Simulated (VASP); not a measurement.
# SiC (F-43m) in VASP: single point with r2SCAN

Aim: the single point of SiC with r2SCAN.

Program: VASP 6.6.1. These are calculated values, not measurements. Logs are shortened: lines on timing, memory, paths and dates and some standing lists are left out, and cuts for length are marked.

## Step 1: The cell of the first run

The structure is cubic, space group F-43m (No. 216). Conventional cell: a = 4.348 Å, b = 4.348 Å, c = 4.348 Å, α = 90.00°, β = 90.00°, γ = 90.00°. Within 2.5 Å of Si (site symmetry -43m) lie 4 C at 1.88 Å. Within 2.5 Å of C (site symmetry -43m) lie 4 Si at 1.88 Å.

## Step 2: Single point, r2SCAN

POSCAR

```
SiC
1.0
    2.1740000000     -2.1740000000      0.0000000000
    2.1740000000      0.0000000000     -2.1740000000
    8.6960000000      8.6960000000      8.6960000000
Si C
6 6
Direct
    0.6666666667      0.6666666667      0.1666666667
    0.0000000000      0.0000000000      0.0000000000
    0.3333333333      0.3333333333      0.3333333333
    0.6666666667      0.6666666667      0.6666666667
    0.0000000000      0.0000000000      0.5000000000
    0.3333333333      0.3333333333      0.8333333333
    0.6666666667      0.6666666667      0.5416666667
    1.0000000000      1.0000000000      0.3750000000
    0.3333333333      0.3333333333      0.7083333333
    0.6666666667      0.6666666667      0.0416666667
    0.0000000000      0.0000000000      0.8750000000
    0.3333333333      0.3333333333      0.2083333333
```

INCAR.step1

```
SYSTEM = SiC
ALGO = Normal ; EDIFF = 1E-4
ENCUT = 520 ; GGA = PE
ISMEAR = 0 ; LASPH = .True.
LCHARG = .False. ; LREAL = .False.
LWAVE = .True. ; NBANDS = 36
NELM = 80 ; PREC = Accurate
SIGMA = 0.05
```

INCAR.step2

```
SYSTEM = SiC
ALGO = Normal ; EDIFF = 1E-6
ENCUT = 520 ; ISIF = 2
ISMEAR = 0 ; ISTART = 1
LASPH = .True. ; LCHARG = .False.
LMIXTAU = .True. ; LREAL = .False.
LWAVE = .False. ; METAGGA = R2SCAN
NBANDS = 36 ; NELM = 80
PREC = Accurate ; SIGMA = 0.05
```

KPOINTS

```
k-points
0
Gamma
  10 10 2
  0 0 0
```

Potentials or basis: VASP PAW PBE potentials, release 64 (Si, C).

Run with:

```bash
$ cat potpaw_PBE.64/Si/POTCAR potpaw_PBE.64/C/POTCAR > POTCAR
$ cp INCAR.step1 INCAR
$ mpirun -np 1 vasp_std > vasp.out
$ cp INCAR.step2 INCAR
$ mpirun -np 1 vasp_std > vasp.out
```

OUTCAR:

```text
SYSTEM = SiC
   EDIFF = 1E-6
   ENCUT = 520
   ISIF = 2
   ISMEAR = 0
   ISTART = 1
   LASPH = .True.
   LREAL = .False.
   METAGGA = R2SCAN
   NELM = 80
   PREC = Accurate

 ion  position               nearest neighbor table
   1  0.667  0.667  0.167-  12 1.88  12 1.88  10 1.88  12 1.88   3 3.07   3 3.07   3 3.07   2 3.07
                             2 3.07   2 3.07
   2  0.000  0.000  0.000-  10 1.88  11 1.88  10 1.88  10 1.88   1 3.07   6 3.07   1 3.07   1 3.07
                             6 3.07   6 3.07
   3  0.333  0.333  0.333-   8 1.88  12 1.88   8 1.88   8 1.88   1 3.07   1 3.07   1 3.07   5 3.07
                             5 3.07   5 3.07
   4  0.667  0.667  0.667-   9 1.88   9 1.88   7 1.88   9 1.88   6 3.07   6 3.07   6 3.07   5 3.07
                             5 3.07   5 3.07
   5  0.000  0.000  0.500-   7 1.88   8 1.88   7 1.88   7 1.88   3 3.07   4 3.07   4 3.07   4 3.07
                             3 3.07   3 3.07
   6  0.333  0.333  0.833-   9 1.88  11 1.88  11 1.88  11 1.88   4 3.07   4 3.07   4 3.07   2 3.07
                             2 3.07   2 3.07
   7  0.667  0.667  0.542-   4 1.88   5 1.88   5 1.88   5 1.88
   8  0.000  0.000  0.375-   3 1.88   5 1.88   3 1.88   3 1.88
   9  0.333  0.333  0.708-   4 1.88   4 1.88   4 1.88   6 1.88
  10  0.667  0.667  0.042-   1 1.88   2 1.88   2 1.88   2 1.88
  11  0.000  0.000  0.875-   2 1.88   6 1.88   6 1.88   6 1.88
  12  0.333  0.333  0.208-   1 1.88   1 1.88   1 1.88   3 1.88

  LATTYP: Found a hexagonal cell.
 ALAT       =     3.0745002846
 C/A-ratio  =     4.8989794856

  Lattice vectors:

 A1 = (  -2.1740000000,   0.0000000000,   2.1740000000)
 A2 = (   2.1740000000,  -2.1740000000,   0.0000000000)
 A3 = (   8.6960000000,   8.6960000000,   8.6960000000)

Analysis of symmetry for initial positions (statically):
=====================================================================
 Subroutine PRICEL returns following result:

  LATTYP: Found a face centered cubic cell.
 ALAT       =     4.3480000007

  Lattice vectors:

 A1 = (  -2.1740000004,  -2.1740000002,  -0.0000000002)
 A2 = (  -0.0000000013,  -2.1740000007,   2.1739999993)
 A3 = (  -2.1740000000,   0.0000000000,   2.1740000000)

   6 primitive cells build up your supercell.

 Routine SETGRP: Setting up the symmetry group for a
 hexagonal supercell.

 Subroutine GETGRP returns: Found  6 space group operations
 (whereof  6 operations were pure point group operations)
 out of a pool of 24 trial point group operations.

[... 135 lines left out ...]
   NELECT =      48.0000    total number of electrons
   NUPDOWN=      -1.0000    fix difference up-down
   EMIN   =  10.00;   EMAX   =-10.00  energy-range for DOS
   EFERMI =   0.00;   METHOD = LEGACY
   ISMEAR =     0;   SIGMA  =   0.05  broadening in eV -4-tet -1-fermi 0-gaus
   EFERMI_NEDOS =   21; number of points for ismear=-14 and -15
   IALGO  =     38    algorithm
   IMIX   =      4    mixing-type and parameters
     AMIX     =   0.40;   BMIX     =  1.00
     AMIX_MAG =   1.60;   BMIX_MAG =  1.00
  volume/ion in A,a.u.               =      10.27        69.34
  Fermi-wavevector in a.u.,A,eV,Ry     =   1.195369  2.258920 19.441458  1.428907
  Thomas-Fermi vector in A             =   2.331336
   LORBIT       =      0    0 simple, 1 ext, 2 COOP (PROOUT), +10 PAW based schemes
   METAGGA = R2SCAN    functional components
   LHFCALC =     F    Hartree Fock is set to
   AEXX    =    0.0000 exact exchange contribution
   IVDW    =     0    specifies the selected vdW correction
   LEPSILON=     F    determine dielectric tensor
   LRPA    =     F    only Hartree local field effects (RPA)
 non-spin polarized calculation
 Gauss-broadening in eV      SIGMA  =   0.05
  energy-cutoff  :      520.00
  volume of cell :      123.30
 maximum number of plane-waves:      3348
   NGX = 11   NGY = 11   NGZ = 57

 number of electron      47.9999999 magnetization

 Free energy of the ion-electron system (eV)
  ---------------------------------------------------
  ext. energy  EPLUGINS =         0.00000000
  ---------------------------------------------------
  free energy    TOTEN  =      -115.95984285 eV

  energy without entropy =     -115.95984285  energy(sigma->0) =     -115.95984285

 E-fermi :   8.3440     XC(G=0): -11.9654

 val. band max:        8.0593156759   @ k =   0.0000   0.0000   0.0000
 cond. band min:       9.7799379200   @ k =   0.5000   0.0000   0.0000
 fundamental gap:      1.7206222441
 Fermi energy:         8.3440234911

 k-point     1 :       0.0000    0.0000    0.0000
  band No.  band energies     occupation
      1      -8.1752      2.00000
      2      -7.6139      2.00000
      3      -7.6139      2.00000
      4      -6.0345      2.00000
      5      -6.0345      2.00000
      6      -4.5250      2.00000
[... 925 lines left out ...]
     35      16.4694      0.00000
     36      16.4731      0.00000

 [... further k-points ...]

------------------------ aborting loop because EDIFF is reached ----------------------------------------

  FORCE on cell =-STRESS in cart. coord.  units (eV):
  Direction    XX          YY          ZZ          XY          YZ          ZX
  --------------------------------------------------------------------------------------
  -------------------------------------------------------------------------------------
  Total        0.8694034      0.8694034      0.8694034     -0.0008361     -0.0008361     -0.0008361
  in kB       11.2972323     11.2972323     11.2972323     -0.0108650     -0.0108650     -0.0108650
  external PRESSURE =      11.2972323 kB  Pullay stress =       0.0000000 kB

 VOLUME and BASIS-vectors are now :
 -----------------------------------------------------------------------------
  energy-cutoff  :      520.00
  volume of cell :      123.30
      direct lattice vectors                 reciprocal lattice vectors
     2.174000000 -2.174000000  0.000000000     0.153327200 -0.306654400  0.153327200
     2.174000000  0.000000000 -2.174000000     0.153327200  0.153327200 -0.306654400
     8.696000000  8.696000000  8.696000000     0.038331800  0.038331800  0.038331800

 POSITION                                       TOTAL-FORCE (eV/Angst)
 -----------------------------------------------------------------------------------
      4.34800      0.00000      0.00000         0.000041      0.000041      0.000041
      0.00000      0.00000      0.00000         0.000041      0.000041      0.000041
      4.34800      2.17400      2.17400         0.000041      0.000041      0.000041
      8.69600      4.34800      4.34800         0.000041      0.000041      0.000041
      4.34800      4.34800      4.34800         0.000041      0.000041      0.000041
      8.69600      6.52200      6.52200         0.000041      0.000041      0.000041
      7.60900      3.26100      3.26100        -0.000041     -0.000041     -0.000041
      3.26100      3.26100      3.26100        -0.000041     -0.000041     -0.000041
      7.60900      5.43500      5.43500        -0.000041     -0.000041     -0.000041
      3.26100     -1.08700     -1.08700        -0.000041     -0.000041     -0.000041
      7.60900      7.60900      7.60900        -0.000041     -0.000041     -0.000041
      3.26100      1.08700      1.08700        -0.000041     -0.000041     -0.000041
 -----------------------------------------------------------------------------------
    total drift:                               -0.000002     -0.000006     -0.000006

  FREE ENERGIE OF THE ION-ELECTRON SYSTEM (eV)
  ---------------------------------------------------
  free  energy   TOTEN  =      -115.9598428531 eV

  energy  without entropy=     -115.9598428531  energy(sigma->0) =     -115.95984285
```

OUTCAR.step1:

```text
SYSTEM = SiC
   EDIFF = 1E-4
   ENCUT = 520
   GGA = PE
   ISMEAR = 0
   LASPH = .True.
   LREAL = .False.
   NELM = 80
[... 1201 lines left out ...]
      3.26100     -1.08700     -1.08700        -0.000046     -0.000046     -0.000046
      7.60900      7.60900      7.60900        -0.000046     -0.000046     -0.000046
      3.26100      1.08700      1.08700        -0.000046     -0.000046     -0.000046
 -----------------------------------------------------------------------------------
    total drift:                               -0.000085     -0.000085     -0.000085

  FREE ENERGIE OF THE ION-ELECTRON SYSTEM (eV)
  ---------------------------------------------------
  free  energy   TOTEN  =       -90.3252973405 eV

  energy  without entropy=      -90.3252973405  energy(sigma->0) =      -90.32529734
```

Run time: 18 min. Hardware: 1 thread of AMD EPYC 7R13, shared host; peak memory 0.27 GiB.

Results:

- Free energy: -115.9598 eV
- Pressure: 1.1 GPa
- Band gap on the k mesh: 1.72 eV

Caveat: the PAW data sets were made with another functional, which shifts forces and pressure a little. A k mesh can miss the band edges.
